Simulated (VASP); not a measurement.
Here is a VASP 6.6.1 calculation.

File POSCAR:

```
Sn
1.0
    0.0000000000      3.2500454945      3.2500454945
    3.2500454945      0.0000000000      3.2500454945
    3.2500454945      3.2500454945      0.0000000000
Sn
2
Direct
    0.0000000000      0.0000000000      0.0000000000
    0.2500000000      0.2500000000      0.2500000000
```

The input INCAR.step1:

```
SYSTEM = Sn
  ALGO = Normal
  EDIFF = 1E-4
  ENCUT = 520
  GGA = PE
  ISMEAR = 0
  LASPH = .TRUE.
  LCHARG = .FALSE.
  LREAL = .FALSE.
  LWAVE = .TRUE.
  NBANDS = 21
  NELM = 80
  PREC = Accurate
  SIGMA = 0.1
```

File INCAR.step2:

```
SYSTEM = Sn
  ALGO = Normal
  EDIFF = 1E-7
  ENCUT = 520
  ISIF = 2
  ISMEAR = 0
  ISTART = 1
  LASPH = .TRUE.
  LCHARG = .FALSE.
  LMIXTAU = .TRUE.
  LREAL = .FALSE.
  LWAVE = .FALSE.
  METAGGA = R2SCAN
  NBANDS = 21
  NELM = 80
  PREC = Accurate
  SIGMA = 0.1
```

KPOINTS

```
k-points
0
G
  12 12 12
  0 0 0
```

Potentials or basis: VASP PAW PBE potentials, release 64 (Sn_d).

Command:

```sh
$ cat potpaw_PBE.64/Sn_d/POTCAR > POTCAR
$ cp INCAR.step1 INCAR
$ mpirun -np 1 vasp_std > vasp.out
$ cp INCAR.step2 INCAR
$ mpirun -np 1 vasp_std > vasp.out
```

Problem. What does it give for the pressure?

Solution. 1.4 GPa.

Problem. Predict the band gap on the k mesh.

Solution. Zero (filled and empty bands touch).

Caveat: the PAW data sets were made with another functional, which shifts forces and pressure a little; spin-orbit coupling is left out, which moves the levels of the heavy elements.
